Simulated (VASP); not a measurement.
# Ru (P6_3/mmc) in VASP: further runs

Ru is run at these levels: PBE+D3(BJ); tasks: single point, relaxation of cell and atoms.

Program: VASP 6.6.1. These are calculated values, not measurements. Logs are shortened: lines on timing, memory, paths and dates and some standing lists are left out, and cuts for length are marked.

## Step 1: The cell of the first run

Symmetry: P6_3/mmc, No. 194, hexagonal system. Conventional cell: a = 2.698 Å, b = 2.698 Å, c = 4.266 Å, α = 90.00°, β = 90.00°, γ = 120.00°. Within 3.5 Å of Ru (site symmetry -6m2) lie 12 Ru at 2.64 to 2.70 Å.

## Step 2: Single point, PBE+D3(BJ)

Contents of INCAR:

```
SYSTEM = Ru
PREC = Accurate
ENCUT = 520
EDIFF = 1E-7
ISMEAR = 0
SIGMA = 0.1
LREAL = .FALSE.
LASPH = .TRUE.
NELM = 80
ALGO = Normal
ISIF = 2
LWAVE = .FALSE.
LCHARG = .TRUE.
GGA = PE
IVDW = 12
LELF = .TRUE.
LVHAR = .TRUE.
NBANDS = 21
```

Contents of KPOINTS:

```
regular mesh
0
G
  18 18 10
  0 0 0
```

Contents of POSCAR:

```
Ru
1.0
    2.6975947797      0.0000000000      0.0000000000
   -1.3487973898      2.3361856083      0.0000000000
    0.0000000000      0.0000000000      4.2658179895
Ru
2
Direct
    0.3333333333      0.6666666667      0.2500000000
    0.6666666667      0.3333333333      0.7500000000
```

Potentials or basis: VASP PAW PBE potentials, release 64 (Ru_pv).

Command:

```console
$ cat potpaw_PBE.64/Ru_pv/POTCAR > POTCAR
$ mpirun -np 1 vasp_std > vasp.out
```

OUTCAR:

```text
SYSTEM = Ru
   PREC = Accurate
   ENCUT = 520
   EDIFF = 1E-7
   ISMEAR = 0
   LREAL = .FALSE.
   LASPH = .TRUE.
   NELM = 80
   ISIF = 2
   GGA = PE
   IVDW = 12
 IVDW          = 12

 ion  position               nearest neighbor table
   1  0.333  0.667  0.250-   2 2.64   2 2.64   2 2.64   2 2.64   2 2.64   2 2.64
   2  0.667  0.333  0.750-   1 2.64   1 2.64   1 2.64   1 2.64   1 2.64   1 2.64

  LATTYP: Found a hexagonal cell.
 ALAT       =     2.6975947797
 C/A-ratio  =     1.5813412828

  Lattice vectors:

 A1 = (   2.6975947797,   0.0000000000,   0.0000000000)
 A2 = (  -1.3487973898,   2.3361856083,   0.0000000000)
 A3 = (   0.0000000000,   0.0000000000,   4.2658179895)

Analysis of symmetry for initial positions (statically):
=====================================================================
 Subroutine PRICEL returns:
 Original cell was already a primitive cell.

 Routine SETGRP: Setting up the symmetry group for a
 hexagonal supercell.

 Subroutine GETGRP returns: Found 24 space group operations
 (whereof 12 operations were pure point group operations)
 out of a pool of 24 trial point group operations.

The static configuration has the point symmetry D_3d.
 The point group associated with its full space group is D_6h.

Analysis of symmetry for dynamics (positions and initial velocities):
=====================================================================
 Subroutine PRICEL returns:
 Original cell was already a primitive cell.

 Routine SETGRP: Setting up the symmetry group for a
 hexagonal supercell.

 Subroutine GETGRP returns: Found 24 space group operations
 (whereof 12 operations were pure point group operations)
 out of a pool of 24 trial point group operations.

The dynamic configuration has the point symmetry D_3d.
 The point group associated with its full space group is D_6h.

 Subroutine INISYM returns: Found 24 space group operations
 (whereof 12 operations are pure point group operations),
 and found     1 'primitive' translations

----------------------------------------------------------------------------------------

                                     Primitive cell

  volume of cell :      26.8835

  direct lattice vectors                    reciprocal lattice vectors
     2.697594780  0.000000000  0.000000000     0.370700599  0.214024090  0.000000000
[... 81 lines left out ...]
   LNONCOLLINEAR =      F non collinear calculations
   LSORBIT =      F    spin-orbit coupling
   LASPH  =      T    aspherical Exc in radial PAW
   ENCUT  =  520.0 eV  38.22 Ry    6.18 a.u.   5.02  5.02  7.93*2*pi/ulx,y,z
   NELM   =     80;   NELMIN=  2; NELMDL= -5     # of ELM steps
   EDIFF  = 0.1E-06   stopping-criterion for ELM
   LREAL  =      F    real-space projection
   EDIFFG = 0.1E-05   stopping-criterion for IOM
   NSW    =      0    number of steps for IOM
   IBRION =     -1    ionic relax: 0-MD 1-quasi-New 2-CG
   NFREE  =      0    steps in history (QN), initial steepest desc. (CG)
   ISIF   =      2    stress and relaxation
   ISYM   =      2    0-nonsym 1-usesym 2-fastsym
   POTIM  = 0.5000    time-step for ionic-motion
   TEBEG  =    0.0;   TEEND  =   0.0 temperature during run
   PSTRESS=    0.0 pullay stress
   NELECT =      28.0000    total number of electrons
   NUPDOWN=      -1.0000    fix difference up-down
   EMIN   =  10.00;   EMAX   =-10.00  energy-range for DOS
   EFERMI =   0.00;   METHOD = LEGACY
   ISMEAR =     0;   SIGMA  =   0.10  broadening in eV -4-tet -1-fermi 0-gaus
   EFERMI_NEDOS =   21; number of points for ismear=-14 and -15
   IALGO  =     38    algorithm
   IMIX   =      4    mixing-type and parameters
     AMIX     =   0.40;   BMIX     =  1.00
     AMIX_MAG =   1.60;   BMIX_MAG =  1.00
  volume/ion in A,a.u.               =      13.44        90.71
  Fermi-wavevector in a.u.,A,eV,Ry     =   1.659455  3.135915 37.467583  2.753790
  Thomas-Fermi vector in A             =   2.746860
   LORBIT       =      0    0 simple, 1 ext, 2 COOP (PROOUT), +10 PAW based schemes
   GGA     = PE    functional components
   LHFCALC =     F    Hartree Fock is set to
   AEXX    =    0.0000 exact exchange contribution
   IVDW    =    12    specifies the selected vdW correction
   LEPSILON=     F    determine dielectric tensor
   LRPA    =     F    only Hartree local field effects (RPA)
 non-spin polarized calculation
 Gauss-broadening in eV      SIGMA  =   0.10
  energy-cutoff  :      520.00
  volume of cell :       26.88
 maximum number of plane-waves:       744
 NGX is ok and might be reduce to    20
   NGX =  9   NGY =  9   NGZ = 15

 number of electron      28.0000003 magnetization

 Free energy of the ion-electron system (eV)
  ---------------------------------------------------
  ext. energy  EPLUGINS =         0.00000000
  ---------------------------------------------------
  free energy    TOTEN  =       -18.45619738 eV

  energy without entropy =      -18.44721123  energy(sigma->0) =      -18.45170431

 E-fermi :  13.0177     XC(G=0): -14.1816

 val. band max:       13.0162594708   @ k =   0.1667   0.1111   0.3000
 cond. band min:      13.0283446579   @ k =   0.4444   0.1111   0.5000
 fundamental gap:      0.0120851871
 Fermi energy:        13.0176820203

 k-point     1 :       0.0000    0.0000    0.0000
  band No.  band energies     occupation
      1     -30.6634      2.00000
      2     -29.6980      2.00000
      3     -29.6980      2.00000
      4     -29.5219      2.00000
      5     -29.5219      2.00000
      6     -29.4800      2.00000
[... 565 lines left out ...]
     20      23.4353      0.00000
     21      24.2910      0.00000

 [... further k-points ...]

------------------------ aborting loop because EDIFF is reached ----------------------------------------

 Edisp (eV)   -1.26125

 E8    (eV) :    -0.5755

  FORCE on cell =-STRESS in cart. coord.  units (eV):
  Direction    XX          YY          ZZ          XY          YZ          ZX
  --------------------------------------------------------------------------------------
  -------------------------------------------------------------------------------------
  Total      -0.01091    -0.01091    -0.00791    -0.00000     0.00000    -0.00000
  in kB      -0.65003    -0.65003    -0.47168    -0.00000     0.00000    -0.00000
  external pressure =       -0.59 kB  Pullay stress =        0.00 kB

 VOLUME and BASIS-vectors are now :
 -----------------------------------------------------------------------------
  energy-cutoff  :      520.00
  volume of cell :       26.88
      direct lattice vectors                 reciprocal lattice vectors
     2.697594780  0.000000000  0.000000000     0.370700599  0.214024090  0.000000000
    -1.348797390  2.336185608  0.000000000     0.000000000  0.428048181  0.000000000
     0.000000000  0.000000000  4.265817990     0.000000000  0.000000000  0.234421629

 POSITION                                       TOTAL-FORCE (eV/Angst)
 -----------------------------------------------------------------------------------
     -0.00000      1.55746      1.06645        -0.000000     -0.000000      0.000000
      1.34880      0.77873      3.19936         0.000000      0.000000      0.000000
 -----------------------------------------------------------------------------------
    total drift:                               -0.000000      0.000000     -0.000000

  FREE ENERGIE OF THE ION-ELECTRON SYSTEM (eV)
  ---------------------------------------------------
  free  energy   TOTEN  =       -19.7174460239 eV

  energy  without entropy=      -19.7084598792  energy(sigma->0) =      -19.71295295
```

OSZICAR:

```text
N       E                     dE             d eps       ncg     rms          rms(c)
DAV:   1     0.287455357739E+03    0.28746E+03   -0.17526E+04  9356   0.149E+03
DAV:   2    -0.138971826714E+02   -0.30135E+03   -0.29211E+03  9554   0.447E+02
DAV:   3    -0.197443711951E+02   -0.58472E+01   -0.58102E+01 10879   0.695E+01
DAV:   4    -0.197880955067E+02   -0.43724E-01   -0.43652E-01 11557   0.576E+00
DAV:   5    -0.197887027718E+02   -0.60727E-03   -0.60342E-03 10583   0.607E-01    0.182E+01
DAV:   6    -0.185413351880E+02    0.12474E+01   -0.27812E+00 10709   0.164E+01    0.502E+00
DAV:   7    -0.184638920110E+02    0.77443E-01   -0.42928E-01 10764   0.490E+00    0.108E+00
DAV:   8    -0.184564320973E+02    0.74599E-02   -0.17752E-02 10069   0.112E+00    0.306E-01
DAV:   9    -0.184561910268E+02    0.24107E-03   -0.61965E-04 10758   0.264E-01    0.345E-02
DAV:  10    -0.184562000276E+02   -0.90008E-05   -0.49027E-05 10497   0.724E-02    0.174E-02
DAV:  11    -0.184561974060E+02    0.26216E-05   -0.88309E-06 10514   0.286E-02    0.135E-03
DAV:  12    -0.184561973795E+02    0.26566E-07   -0.60563E-08  7100   0.249E-03
   1 F= -.19717446E+02 E0= -.19712953E+02  d E =-.898614E-02
```

Wall time 56 s (1 thread of Intel Xeon Platinum 8375C at 2.90GHz (Ice Lake), shared host); peak memory 0.22 GiB.

What came out:

```
Free energy                : -19.7174 eV
Pressure                   : -0.1 GPa
Band gap on the k mesh     : zero (band 14 reaches 14.53 eV, above the bottom of band 15 at 11.36 eV)
Dispersion energy per atom : -0.631 eV
```

Caveat: pairwise dispersion overbinds metals, which lowers pressure and volume.

## Step 3: Relaxation of cell and atoms, PBE+D3(BJ)

This run uses another cell than the first one, of 13.57 Å³/atom, 1.010 times its volume.

Contents of INCAR:

```
SYSTEM = Ru
  ALGO = Fast
  EDIFF = 1E-7
  EDIFFG = -0.005
  ENCUT = 600
  GGA = PE
  IBRION = 2
  ISIF = 3
  ISMEAR = 0
  IVDW = 12
  LASPH = .TRUE.
  LCHARG = .FALSE.
  LREAL = .FALSE.
  LWAVE = .FALSE.
  NELM = 80
  NSW = 100
  PREC = Accurate
  SIGMA = 0.1
```

Contents of KPOINTS:

```
k-points
0
G
  18 18 10
  0 0 0
```

Contents of POSCAR:

```
Ru
1.0
    2.7057993342      0.0000000000      0.0000000000
   -1.3528996671      2.3432909610      0.0000000000
    0.0000000000      0.0000000000      4.2819000000
Ru
2
Direct
    0.3333333333      0.6666666667      0.2500000000
    0.6666666667      0.3333333333      0.7500000000
```

Potentials or basis: VASP PAW PBE potentials, release 64 (Ru_pv).

Command:

```console
$ cat potpaw_PBE.64/Ru_pv/POTCAR > POTCAR
$ mpirun -np 1 vasp_std > vasp.out
```

It took 2.8 min on 1 thread of Intel Xeon 6975P-C (Granite Rapids), shared host; peak memory 0.25 GiB.

The run converged. Its results:

```
Free energy                            : -19.7180 eV
Relaxed volume                         : 13.44 Å³/atom
Relaxed cell                           : a = 2.697 Å, b = 2.697 Å, c = 4.266 Å, α = 90.00°, β = 90.00°, γ = 120.00°
Space group after relaxing (to 0.05 Å) : P6_3/mmc (No. 194)
Energy gained by relaxing              : 1.5 meV/atom
Ionic steps                            : 6
Pressure after relaxing                : 0.0 GPa
Band gap on the k mesh                 : zero (band 14 reaches 14.54 eV, above the bottom of band 15 at 11.36 eV)
Dispersion energy per atom             : -0.631 eV
```

Step by step:
```tsv
step	energy change (eV)	largest force (eV/Å)	pressure (GPa)	volume (Å³)
1	0.0000	0.0000	-3.34	27.15
2	0.0252	0.0000	11.28	26.05
3	-0.0029	0.0000	-0.03	26.88
4	-0.0029	0.0000	0.04	26.87
5	-0.0029	0.0000	-0.10	26.88
6	-0.0029	0.0000	0.01	26.88
```

Final structure:
```
Ru
1.0
     2.69721    0.00000    0.00000
    -1.34861    2.33586    0.00000
     0.00000    0.00000    4.26584
Ru
2
Direct
  0.33333 0.66667 0.25000
  0.66667 0.33333 0.75000
```

Levels at points of the mesh, in eV from the Fermi level:
```csv
k point,band 11,band 12,band 13,band 14,band 15,band 16,band 17,band 18
"(0.00, 0.00, 0.00)",-2.44,-1.93,-1.93,-1.41,-1.41,1.21,1.21,1.32
"(0.50, 0.00, 0.00)",-2.09,-1.80,-1.53,1.46,1.88,1.96,4.13,6.21
"(0.00, 0.00, 0.50)",-2.80,-2.80,-2.73,-2.73,0.56,0.56,0.56,0.56
"(0.50, 0.00, 0.50)",-1.07,-1.07,0.46,0.46,1.72,1.72,3.44,3.44
```

Caveat: pairwise dispersion overbinds metals, which lowers pressure and volume.

(Continued in part 2 of 2.)
